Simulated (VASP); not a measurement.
Set up this calculation in VASP 6.6.1, as the native input.

```
Task                   : single point
Functional             : revPBE
Potentials or basis    : VASP PAW PBE potentials, release 64 (Ta_pv, As, Au, O)
Cutoff                 : 520 eV
k mesh                 : 4 × 4 × 3
Occupations            : fermi-dirac, width 0.05 eV
Spin                   : no spin polarisation
Dipole correction      : no
Further INCAR settings : LREAL = Auto; ALGO = Normal; EDIFF = 1e-06; NBANDS = 84
```

The structure of Ta3AsAu2O13 lies in POSCAR:

```
Ta3AsAu2O13
1.0
    5.7238500000     -0.0074500000     -0.0040300000
    1.3027900000      6.2549900000      0.0056100000
    0.2757400000      1.3007400000      8.3675400000
Ta As Au O
3 1 2 13
Direct
    0.2171300000      0.3052100000      0.5843100000
    0.0332500000      0.1112300000      0.9985500000
    0.5824800000      0.6214500000      0.5048200000
    0.5870700000      0.8969100000      0.8304900000
    0.5800400000      0.0922800000      0.1861300000
    0.0448500000      0.8207700000      0.4468200000
    0.6620100000      0.6972600000      0.7108800000
    0.5163200000      0.1341800000      0.6962500000
    0.8509800000      0.8877300000      0.9193200000
    0.3446600000      0.8700300000      0.9465100000
    0.7301500000      0.2924000000      0.0309500000
    0.2462200000      0.2180900000      0.1107500000
    0.1290000000      0.0939800000      0.4910400000
    0.4803200000      0.3888700000      0.4349900000
    0.0596600000      0.2668500000      0.7859400000
    0.9333000000      0.5324000000      0.4564500000
    0.4997500000      0.8516100000      0.3497100000
    0.2525600000      0.6298800000      0.6247300000
    0.9187800000      0.9517500000      0.2263600000
```

The input as run:

INCAR

```
  ALGO = Normal
  EDIFF = 1E-6
  ENCUT = 520
  GGA = RE
  ISIF = 2
  ISMEAR = -1
  LASPH = True
  LCHARG = False
  LREAL = Auto
  LWAVE = False
  NBANDS = 84
  NELM = 80
  PREC = Accurate
  SIGMA = 0.05
```

KPOINTS

```
k-points
0
Gamma
  4 4 3
```

Potentials or basis: VASP PAW PBE potentials, release 64 (Ta_pv, As, Au, O).

Command:

```console
$ cat potpaw_PBE.64/Ta_pv/POTCAR potpaw_PBE.64/As/POTCAR potpaw_PBE.64/Au/POTCAR potpaw_PBE.64/O/POTCAR > POTCAR
$ mpirun -np 1 vasp_std > vasp.out
```

It gave:

```json
{"Pressure": "3.2 GPa", "Largest force": "0.446 eV/Å", "Band gap on the k mesh": "1.27 eV (least direct gap 1.33 eV)"}
```

Caveat: the cell stands under pressure; the PAW data sets were made with another functional, which shifts forces and pressure a little; spin-orbit coupling is left out, which moves the levels of the heavy elements.

Run time: 31 min on 1 thread of Intel Xeon 8259CL, with other jobs on the host, peak memory 0.62 GiB.
